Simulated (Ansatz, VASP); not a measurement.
**BaO in VASP and in Ansatz**

```
Ba O
1.0
     0.00000    2.77199    2.77199
     2.77199    0.00000    2.77199
     2.77199    2.77199    0.00000
Ba O
1 1
Cartesian
  2.7920 2.7720 2.7720
  0.0000 0.0000 0.0000
```

Alike in both runs: task single point; functional r2SCAN; k mesh 8 × 8 × 8; occupations gaussian, width 0.05 eV; no spin polarisation.

|  | VASP | Ansatz |
| --- | --- | --- |
| version | VASP 6.6.1 | Ansatz 0.2.0 |
| potentials or method | VASP PAW PBE potentials, release 64 (Ba_sv, O), cutoff 660 eV | scalar-relativistic, plane waves, PAW |
| valence electrons in the cell | 16 | 16 |

Ansatz gave:

* gap on the k mesh at the Fermi level (eV): 2.38
* least direct gap on the mesh (eV): 2.38
* pressure (GPa): 0.0
* rms of the force components (eV/Å): 0.007

**Question.** What did VASP give for the same quantities?

**Answer.** gap on the k mesh at the Fermi level (eV): 2.32; least direct gap on the mesh (eV): 2.32; pressure (GPa): 1.6; rms of the force components (eV/Å): 0.010.

VASP's potentials were made for PBE, not for r2SCAN. Atom by atom the forces differ by 0.004 eV/Å (rms over components).

Spin-orbit coupling is off throughout.
